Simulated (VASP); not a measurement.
# Sb (P6_3/mmc) in VASP: further runs

Sb is run at these levels: PBE, LDA, r2SCAN, PBEsol; tasks: single point.

Program: VASP 6.6.1. These are calculated values, not measurements. Logs are shortened: lines on timing, memory, paths and dates and some standing lists are left out, and cuts for length are marked.

## 1. The cell of the first run

The structure is hexagonal, space group P6_3/mmc (No. 194). The conventional cell has a = 3.369 Å, b = 3.369 Å, c = 5.330 Å, α = 90.00°, β = 90.00°, γ = 120.00°. Within 4.3 Å of Sb (site symmetry -6m2) lie 12 Sb at 3.30 to 3.37 Å.

## 2. Single point, PBE

The input, INCAR:

```
SYSTEM = Sb
PREC = Accurate
ENCUT = 520
EDIFF = 1E-7
ISMEAR = -5
SIGMA = 0.1
LREAL = .FALSE.
LASPH = .TRUE.
NELM = 80
ALGO = Normal
ISIF = 2
LWAVE = .FALSE.
LCHARG = .FALSE.
GGA = PE
NBANDS = 12
```

The input, KPOINTS:

```
regular mesh
0
G
  12 12 7
  0 0 0
```

The input, POSCAR:

```
Sb
1.0
    3.3690001795      0.0000000000      0.0000000000
   -1.6845000898      2.9176397408      0.0000000000
    0.0000000000      0.0000000000      5.3300000000
Sb
2
Direct
    0.3333333333      0.6666666667      0.2500000000
    0.6666666667      0.3333333333      0.7500000000
```

Potentials or basis: VASP PAW PBE potentials, release 64 (Sb).

The run is started by

```sh
$ cat potpaw_PBE.64/Sb/POTCAR > POTCAR
$ mpirun -np 1 vasp_std > vasp.out
```

OUTCAR:

```text
SYSTEM = Sb
   PREC = Accurate
   ENCUT = 520
   EDIFF = 1E-7
   ISMEAR = -5
   LREAL = .FALSE.
   LASPH = .TRUE.
   NELM = 80
   ISIF = 2
   GGA = PE

 ion  position               nearest neighbor table
   1  0.333  0.667  0.250-   2 3.30   2 3.30   2 3.30   2 3.30   2 3.30   2 3.30
   2  0.667  0.333  0.750-   1 3.30   1 3.30   1 3.30   1 3.30   1 3.30   1 3.30

  LATTYP: Found a hexagonal cell.
 ALAT       =     3.3690001795
 C/A-ratio  =     1.5820717471

  Lattice vectors:

 A1 = (   3.3690001795,   0.0000000000,   0.0000000000)
 A2 = (  -1.6845000898,   2.9176397408,   0.0000000000)
 A3 = (   0.0000000000,   0.0000000000,   5.3300000000)

Analysis of symmetry for initial positions (statically):
=====================================================================
 Subroutine PRICEL returns:
 Original cell was already a primitive cell.

 Routine SETGRP: Setting up the symmetry group for a
 hexagonal supercell.

 Subroutine GETGRP returns: Found 24 space group operations
 (whereof 12 operations were pure point group operations)
 out of a pool of 24 trial point group operations.

The static configuration has the point symmetry D_3d.
 The point group associated with its full space group is D_6h.

Analysis of symmetry for dynamics (positions and initial velocities):
=====================================================================
 Subroutine PRICEL returns:
 Original cell was already a primitive cell.

 Routine SETGRP: Setting up the symmetry group for a
 hexagonal supercell.

 Subroutine GETGRP returns: Found 24 space group operations
 (whereof 12 operations were pure point group operations)
 out of a pool of 24 trial point group operations.

The dynamic configuration has the point symmetry D_3d.
 The point group associated with its full space group is D_6h.

 Subroutine INISYM returns: Found 24 space group operations
 (whereof 12 operations are pure point group operations),
 and found     1 'primitive' translations

----------------------------------------------------------------------------------------

                                     Primitive cell

  volume of cell :      52.3914

  direct lattice vectors                    reciprocal lattice vectors
     3.369000179  0.000000000  0.000000000     0.296823968  0.171371398  0.000000000
    -1.684500090  2.917639741  0.000000000     0.000000000  0.342742795  0.000000000
     0.000000000  0.000000000  5.330000000     0.000000000  0.000000000  0.187617261

  length of vectors
     3.369000179  3.369000180  5.330000000     0.342742795  0.342742795  0.187617261

  position of ions in fractional coordinates (direct lattice)
     0.333333333  0.666666667  0.250000000
     0.666666667  0.333333333  0.750000000

  ion indices of the primitive-cell ions
   primitive index   ion index
                 1           1
                 2           2

----------------------------------------------------------------------------------------

 KPOINTS: regular mesh

Automatic generation of k-mesh.
 Grid dimensions read from file:
 generate k-points for:   12   12    7

 Generating k-lattice:

  Cartesian coordinates                     Fractional coordinates (reciprocal lattice)
     0.024735331  0.014280950  0.000000000     0.083333333 -0.000000000  0.000000000
     0.000000000  0.028561900  0.000000000     0.000000000  0.083333333  0.000000000
     0.000000000  0.000000000  0.026802466     0.000000000  0.000000000  0.142857143

  Length of vectors
     0.028561900  0.028561900  0.026802466

  Shift w.r.t. Gamma in fractional coordinates (k-lattice)
     0.000000000  0.000000000  0.000000000

 TETIRR: Found    955 inequivalent tetrahedra from     6048

 Subroutine IBZKPT returns following result:
 ===========================================

 Found     76 irreducible k-points:

 Following reciprocal coordinates:
            Coordinates               Weight
  0.000000  0.000000  0.000000      1.000000
  0.083333  0.000000  0.000000      6.000000
  0.166667  0.000000  0.000000      6.000000
  0.250000  0.000000  0.000000      6.000000
  0.333333  0.000000  0.000000      6.000000
  0.416667  0.000000  0.000000      6.000000
[... 16 lines left out ...]
  0.250000  0.000000  0.142857     12.000000
  0.333333  0.000000  0.142857     12.000000
 [... further k-points ...]
   k-points           NKPTS =     76   k-points in BZ     NKDIM =     76   number of bands    NBANDS=     12
   number of dos      NEDOS =    301   number of ions     NIONS =      2
   total plane-waves  NPLWV =  31360
   dimension x,y,z NGX =    28 NGY =   28 NGZ =   40
   dimension x,y,z NGXF=    56 NGYF=   56 NGZF=   80
   ions per type =               2
   NGX,Y,Z   is equivalent  to a cutoff of  13.82, 13.82, 12.48 a.u.
   NGXF,Y,Z  is equivalent  to a cutoff of  27.63, 27.63, 24.95 a.u.
 SYSTEM =  Sb
   PREC   = accura    normal or accurate (medium, high low for compatibility)
   ISTART =      0    job   : 0-new  1-cont  2-samecut
   ICHARG =      2    charge: 1-file 2-atom 10-const
   ISPIN  =      1    spin polarized calculation?
   LNONCOLLINEAR =      F non collinear calculations
   LSORBIT =      F    spin-orbit coupling
   LASPH  =      T    aspherical Exc in radial PAW
   ENCUT  =  520.0 eV  38.22 Ry    6.18 a.u.   6.26  6.26  9.91*2*pi/ulx,y,z
   NELM   =     80;   NELMIN=  2; NELMDL= -5     # of ELM steps
   EDIFF  = 0.1E-06   stopping-criterion for ELM
   LREAL  =      F    real-space projection
   EDIFFG = 0.1E-05   stopping-criterion for IOM
   NSW    =      0    number of steps for IOM
   IBRION =     -1    ionic relax: 0-MD 1-quasi-New 2-CG
   NFREE  =      0    steps in history (QN), initial steepest desc. (CG)
   ISIF   =      2    stress and relaxation
   ISYM   =      2    0-nonsym 1-usesym 2-fastsym
   POTIM  = 0.5000    time-step for ionic-motion
   TEBEG  =    0.0;   TEEND  =   0.0 temperature during run
   PSTRESS=    0.0 pullay stress
   NELECT =      10.0000    total number of electrons
   NUPDOWN=      -1.0000    fix difference up-down
   EMIN   =  10.00;   EMAX   =-10.00  energy-range for DOS
   EFERMI =   0.00;   METHOD = LEGACY
   ISMEAR =    -5;   SIGMA  =   0.10  broadening in eV -4-tet -1-fermi 0-gaus
   EFERMI_NEDOS =   21; number of points for ismear=-14 and -15
   IALGO  =     38    algorithm
   IMIX   =      4    mixing-type and parameters
     AMIX     =   0.40;   BMIX     =  1.00
     AMIX_MAG =   1.60;   BMIX_MAG =  1.00
  volume/ion in A,a.u.               =      26.20       176.78
  Fermi-wavevector in a.u.,A,eV,Ry     =   0.942587  1.781231 12.088376  0.888471
  Thomas-Fermi vector in A             =   2.070211
   LORBIT       =      0    0 simple, 1 ext, 2 COOP (PROOUT), +10 PAW based schemes
   GGA     = PE    functional components
   LHFCALC =     F    Hartree Fock is set to
   AEXX    =    0.0000 exact exchange contribution
   IVDW    =     0    specifies the selected vdW correction
   LEPSILON=     F    determine dielectric tensor
   LRPA    =     F    only Hartree local field effects (RPA)
 non-spin polarized calculation
 Fermi weights with tetrahedron method with Bloechl corrections
  energy-cutoff  :      520.00
  volume of cell :       52.39
 maximum number of plane-waves:      1428
 NGX is ok and might be reduce to    28
   NGX = 13   NGY = 13   NGZ = 19

 number of electron      10.0000000 magnetization

 Free energy of the ion-electron system (eV)
  ---------------------------------------------------
  ext. energy  EPLUGINS =         0.00000000
  ---------------------------------------------------
  free energy    TOTEN  =        -7.70439474 eV

  energy without entropy =       -7.70439474  energy(sigma->0) =       -7.70439474

 E-fermi :   8.9249     XC(G=0): -10.3515

 val. band max:        9.0280255863   @ k =   0.3333   0.0833   0.4286
 cond. band min:       8.8421428056   @ k =   0.2500   0.0000   0.2857
 fundamental gap:     -0.1858827807
 Fermi energy:         8.9248521673

 k-point     1 :       0.0000    0.0000    0.0000
  band No.  band energies     occupation
      1      -4.2587      2.00000
      2      -0.0296      2.00000
      3       2.9510      2.00000
      4      12.2289      0.00000
      5      12.2289      0.00000
      6      14.0303      0.00000
      7      14.0303      0.00000
      8      14.9662      0.00000
      9      16.3026      0.00000
     10      17.7136      0.00000
     11      18.7921      0.00000
     12      18.7921      0.00000

 k-point     2 :       0.0833    0.0000    0.0000
  band No.  band energies     occupation
      1      -4.1365      2.00000
      2       0.0752      2.00000
      3       3.0790      2.00000
      4      11.0227     -0.00033
      5      11.7692      0.00000
      6      13.4077      0.00000
      7      14.1780      0.00000
      8      14.7415      0.00000
      9      16.7463      0.00000
     10      17.4962      0.00000
     11      18.8003      0.00000
     12      19.3129      0.00000

 k-point     3 :       0.1667    0.0000    0.0000
  band No.  band energies     occupation
      1      -3.7714      2.00000
      2       0.3803      2.00000
      3       3.4595      2.00000
      4       8.9099      1.00830
      5      10.9328      0.00000
      6      11.9626      0.00000
      7      13.9383      0.00000
      8      14.0707      0.00000
      9      15.5119      0.00000
     10      18.1367      0.00000
     11      18.5831      0.00000
     12      19.3257      0.00000
[... 286 lines left out ...]
 k-point    23 :       0.2500    0.0000    0.1429
  band No.  band energies     occupation
      1      -3.0613      2.00000
      2       0.3386      2.00000
      3       4.7229      2.00000
      4       7.0081      2.03701
      5       9.7470      0.12097
      6      10.2543      0.00000
      7      12.6773      0.00000
      8      13.3012      0.00000
      9      14.6043      0.00000
     10      16.7461      0.00000
     11      17.7455      0.00000
     12      19.1318      0.00000

 k-point    24 :       0.3333    0.0000    0.1429
  band No.  band energies     occupation
      1      -2.2422      2.00000
      2       0.9157      2.00000
      3       4.6755      2.00000
      4       6.0740      2.00000
      5       7.9097      2.03831
      6       9.6457     -0.07703
      7      11.4514      0.00000
      8      12.8036      0.00000
      9      13.8377      0.00000
     10      16.1317      0.00000
     11      17.9192      0.00000
     12      18.7346      0.00000

 [... further k-points ...]

------------------------ aborting loop because EDIFF is reached ----------------------------------------

  FORCE on cell =-STRESS in cart. coord.  units (eV):
  Direction    XX          YY          ZZ          XY          YZ          ZX
  --------------------------------------------------------------------------------------
  -------------------------------------------------------------------------------------
  Total        1.0581747      1.0581747      0.7286900     -0.0000000      0.0000000      0.0000000
  in kB       32.3599645     32.3599645     22.2840164     -0.0000000      0.0000000      0.0000000
  external PRESSURE =      29.0013152 kB  Pullay stress =       0.0000000 kB

 VOLUME and BASIS-vectors are now :
 -----------------------------------------------------------------------------
  energy-cutoff  :      520.00
  volume of cell :       52.39
      direct lattice vectors                 reciprocal lattice vectors
     3.369000179  0.000000000  0.000000000     0.296823968  0.171371398  0.000000000
    -1.684500090  2.917639741  0.000000000     0.000000000  0.342742795  0.000000000
     0.000000000  0.000000000  5.330000000     0.000000000  0.000000000  0.187617261

 POSITION                                       TOTAL-FORCE (eV/Angst)
 -----------------------------------------------------------------------------------
     -0.00000      1.94509      1.33250         0.000000     -0.000000      0.000000
      1.68450      0.97255      3.99750        -0.000000      0.000000      0.000000
 -----------------------------------------------------------------------------------
    total drift:                               -0.000000      0.000000      0.000000

  FREE ENERGIE OF THE ION-ELECTRON SYSTEM (eV)
  ---------------------------------------------------
  free  energy   TOTEN  =        -7.7043947437 eV

  energy  without entropy=       -7.7043947437  energy(sigma->0) =       -7.70439474
```

Wall time 23 s (1 thread of AMD EPYC 9R14 (Zen 4), shared host); peak memory 0.17 GiB.

Results:

```
Free energy            : -7.7044 eV
Pressure               : 2.9 GPa
Band gap on the k mesh : zero (band 5 reaches 12.92 eV, above the bottom of band 6 at 5.95 eV)
```

Stress tensor (GPa, compression positive):
```
3.24 0.00 0.00
0.00 3.24 0.00
0.00 0.00 2.23
```

Levels at points of the mesh, in eV from the Fermi level:
```
           k point  band 1  band 2  band 3  band 4  band 5  band 6  band 7  band 8  band 9  band 10
(0.00, 0.00, 0.00)  -13.18   -8.95   -5.97    3.30    3.30    5.11    5.11    6.04    7.38     8.79
(0.50, 0.00, 0.00)   -9.61   -8.22   -4.26   -2.92   -2.43   -0.22    0.09    3.77    4.20     7.50
```

Caveat: spin-orbit coupling is left out, which moves the levels of the heavy elements; tetrahedron occupations give inexact forces and stress in metals.

## 3. Single point, LDA (functional lda, volume scaled by 1.04)

The input, INCAR:

```
ALGO = Normal ; EDIFF = 1E-6
ENCUT = 500 ; GGA_COMPAT = False
ISIF = 2 ; ISMEAR = -1
LASPH = True ; LCHARG = False
LREAL = False ; LWAVE = False
NBANDS = 12 ; NELM = 120
PREC = Accurate ; SIGMA = 0.05
```

The input, KPOINTS:

```
k-points
0
Gamma
  12 12 7
```

The input, POSCAR:

```
Sb
1.0
    3.4133342133      0.0000000000      0.0000000000
   -1.7066671067      2.9560341404      0.0000000000
    0.0000000000      0.0000000000      5.4001396224
Sb
2
Direct
    0.3333333333      0.6666666667      0.2500000000
    0.6666666667      0.3333333333      0.7500000000
```

Potentials or basis: VASP PAW LDA potentials, release 64 (Sb).

The run is started by

```sh
$ cat potpaw_LDA.64/Sb/POTCAR > POTCAR
$ mpirun -np 1 vasp_std > vasp.out
```

It took 24 s on 1 thread of Intel Xeon 6975P-C, shared host; peak memory 0.18 GiB.

Results (log left out):

* Free energy: -9.1178 eV
* Pressure: -3.7 GPa
* Band gap on the k mesh: zero (band 5 reaches 12.01 eV, above the bottom of band 6 at 5.49 eV)

Stress tensor (GPa, compression positive):
```
-3.29  0.00  0.00
 0.00 -3.29  0.00
 0.00  0.00 -4.50
```

Levels at points of the mesh, in eV from the Fermi level:
```
           k point  band 3  band 4  band 5  band 6  band 7  band 8
(0.00, 0.00, 0.00)   -5.69    3.09    3.09    4.78    4.78    5.61
(0.50, 0.00, 0.00)   -4.19   -2.82   -2.30   -0.13    0.08    3.52
```

Caveat: spin-orbit coupling is left out, which moves the levels of the heavy elements.

## 4. Single point, r2SCAN

The input, POSCAR:

```
Sb
1.0
    3.3690001795      0.0000000000      0.0000000000
   -1.6845000898      2.9176397408      0.0000000000
    0.0000000000      0.0000000000      5.3300000000
Sb
2
Direct
    0.3333333333      0.6666666667      0.2500000000
    0.6666666667      0.3333333333      0.7500000000
```

The input, INCAR.step1:

```
PREC = Accurate
ENCUT = 550
ISMEAR = -1
SIGMA = 0.05
LREAL = F
LASPH = T
NELM = 120
NBANDS = 12
GGA = PE
ALGO = Normal
EDIFF = 1E-5
LWAVE = T
LCHARG = F
GGA_COMPAT = F
```

The input, INCAR.step2:

```
PREC = Accurate
ENCUT = 550
EDIFF = 1E-6
ISMEAR = -1
SIGMA = 0.05
LREAL = F
LASPH = T
NELM = 120
ALGO = Normal
ISIF = 2
LWAVE = F
LCHARG = F
METAGGA = R2SCAN
LMIXTAU = T
NBANDS = 12
ISTART = 1
GGA_COMPAT = F
```

The input, KPOINTS:

```
regular mesh
0
Gamma
  12 12 7
```

Potentials or basis: VASP PAW PBE potentials, release 64 (Sb).

The run is started by

```sh
$ cat potpaw_PBE.64/Sb/POTCAR > POTCAR
$ cp INCAR.step1 INCAR
$ mpirun -np 1 vasp_std > vasp.out
$ cp INCAR.step2 INCAR
$ mpirun -np 1 vasp_std > vasp.out
```

Run time: 1.9 min. Hardware: 1 thread of Intel Xeon 6975P-C, shared host; peak memory 0.21 GiB.

Results (log left out):

```
Free energy            : -50.5523 eV
Pressure               : 2.2 GPa
Band gap on the k mesh : zero (band 5 reaches 13.07 eV, above the bottom of band 6 at 5.73 eV)
```

Stress tensor (GPa, compression positive):
```
2.62 0.00 0.00
0.00 2.62 0.00
0.00 0.00 1.31
```

Levels at points of the mesh, in eV from the Fermi level:
```tsv
k point	band 2	band 3	band 4	band 5	band 6	band 7	band 8	band 9
(0.00, 0.00, 0.00)	-9.31	-6.31	3.47	3.47	5.41	5.41	6.42	7.97
(0.50, 0.00, 0.00)	-8.55	-4.40	-3.11	-2.61	-0.18	0.07	3.97	4.54
```

Caveat: the PAW data sets were made with another functional, which shifts forces and pressure a little; spin-orbit coupling is left out, which moves the levels of the heavy elements.

## 5. Single point, LDA

The input, INCAR:

```
  ALGO = Normal
  EDIFF = 1E-6
  ENCUT = 520
  ISIF = 2
  ISMEAR = -1
  LASPH = True
  LCHARG = False
  LREAL = False
  LWAVE = False
  NBANDS = 12
  NELM = 60
  PREC = Accurate
  SIGMA = 0.05
```

The input, KPOINTS:

```
k-points
0
Gamma
  12 12 7
```

POSCAR is that of step 4.

Potentials or basis: VASP PAW LDA potentials, release 64 (Sb).

The run is started by

```sh
$ cat potpaw_LDA.64/Sb/POTCAR > POTCAR
$ mpirun -np 1 vasp_std > vasp.out
```

It took 23 s on 1 thread of Intel Xeon Platinum 8488C (Sapphire Rapids), shared host; peak memory 0.17 GiB.

The run converged. Its results:

```yaml
Free_energy: -9.1507 eV
Pressure: -1.3 GPa
Band_gap_on_the_k_mesh: zero (band 5 reaches 12.73 eV, above the bottom of band 6 at 5.86 eV)
```

Stress tensor (GPa, compression positive):
```
-0.84  0.00  0.00
 0.00 -0.84  0.00
 0.00  0.00 -2.15
```

Levels at points of the mesh, in eV from the Fermi level:
```
           k point  band 1  band 2  band 3  band 4  band 5  band 6  band 7  band 8  band 9  band 10
(0.00, 0.00, 0.00)  -13.19   -8.99   -5.93    3.25    3.25    5.04    5.04    5.95    7.37     8.80
(0.50, 0.00, 0.00)   -9.64   -8.26   -4.26   -2.91   -2.40   -0.18    0.08    3.71    4.26     7.49
```

Caveat: spin-orbit coupling is left out, which moves the levels of the heavy elements.

## 6. Single point, PBEsol

The input, INCAR:

```
SYSTEM = Sb
ALGO = Normal
EDIFF = 1E-7
ENCUT = 520
GGA = PS
ISIF = 2
ISMEAR = -1
LASPH = .TRUE.
LCHARG = .FALSE.
LREAL = .FALSE.
LWAVE = .FALSE.
NBANDS = 12
NELM = 60
PREC = Accurate
SIGMA = 0.05
```

The input, KPOINTS:

```
k-points
0
G
  12 12 7
  0 0 0
```

POSCAR is that of step 5.

Potentials or basis: VASP PAW PBE potentials, release 64 (Sb).

The run is started by

```sh
$ cat potpaw_PBE.64/Sb/POTCAR > POTCAR
$ mpirun -np 1 vasp_std > vasp.out
```

Run time: 43 s. Hardware: 1 thread of Intel Xeon Platinum 8488C (Sapphire Rapids), shared host; peak memory 0.19 GiB.

It converged, with:

```yaml
Free_energy: -8.6812 eV
Pressure: -0.2 GPa
Band_gap_on_the_k_mesh: zero (band 5 reaches 12.77 eV, above the bottom of band 6 at 5.79 eV)
```

Stress tensor (GPa, compression positive):
```
 0.25  0.00  0.00
 0.00  0.25  0.00
 0.00  0.00 -0.99
```

Levels at points of the mesh, in eV from the Fermi level:
```
           k point  band 2  band 3  band 4  band 5  band 6  band 7  band 8  band 9
(0.00, 0.00, 0.00)   -8.96   -5.98    3.31    3.31    5.11    5.11    6.04    7.39
(0.50, 0.00, 0.00)   -8.23   -4.26   -2.92   -2.42   -0.22    0.10    3.77    4.21
```

Caveat: the PAW data sets were made with another functional, which shifts forces and pressure a little; spin-orbit coupling is left out, which moves the levels of the heavy elements.

## 7. The runs side by side

```csv
level,potentials or basis,cell,cutoff (eV),smearing,gap on the mesh (eV),pressure (GPa)
PBE,"VASP PAW PBE potentials, release 64 (Sb)","a = 3.369, b = 3.369, c = 5.330 Å, angles 90.0, 90.0, 120.0°, 2 atoms",520,tetrahedron,none,2.9
LDA,"VASP PAW LDA potentials, release 64 (Sb)","a = 3.413, b = 3.413, c = 5.400 Å, angles 90.0, 90.0, 120.0°, 2 atoms",500,fermi-dirac 0.05 eV,none,-3.7
r2SCAN,"VASP PAW PBE potentials, release 64 (Sb)","a = 3.369, b = 3.369, c = 5.330 Å, angles 90.0, 90.0, 120.0°, 2 atoms",550,fermi-dirac 0.05 eV,none,2.2
LDA,"VASP PAW LDA potentials, release 64 (Sb)","a = 3.369, b = 3.369, c = 5.330 Å, angles 90.0, 90.0, 120.0°, 2 atoms",520,fermi-dirac 0.05 eV,none,-1.3
PBEsol,"VASP PAW PBE potentials, release 64 (Sb)","a = 3.369, b = 3.369, c = 5.330 Å, angles 90.0, 90.0, 120.0°, 2 atoms",520,fermi-dirac 0.05 eV,none,-0.2
```

Alike in all rows: task single point; no spin polarisation; k mesh 12 × 12 × 7.

Caveats: spin-orbit coupling is left out, which moves the levels of the heavy elements; the PAW data sets were made with another functional, which shifts forces and pressure a little (some runs); tetrahedron occupations give inexact forces and stress in metals (some runs).

Total energies depend on the potentials used, so only differences within one code and one set of settings carry meaning.
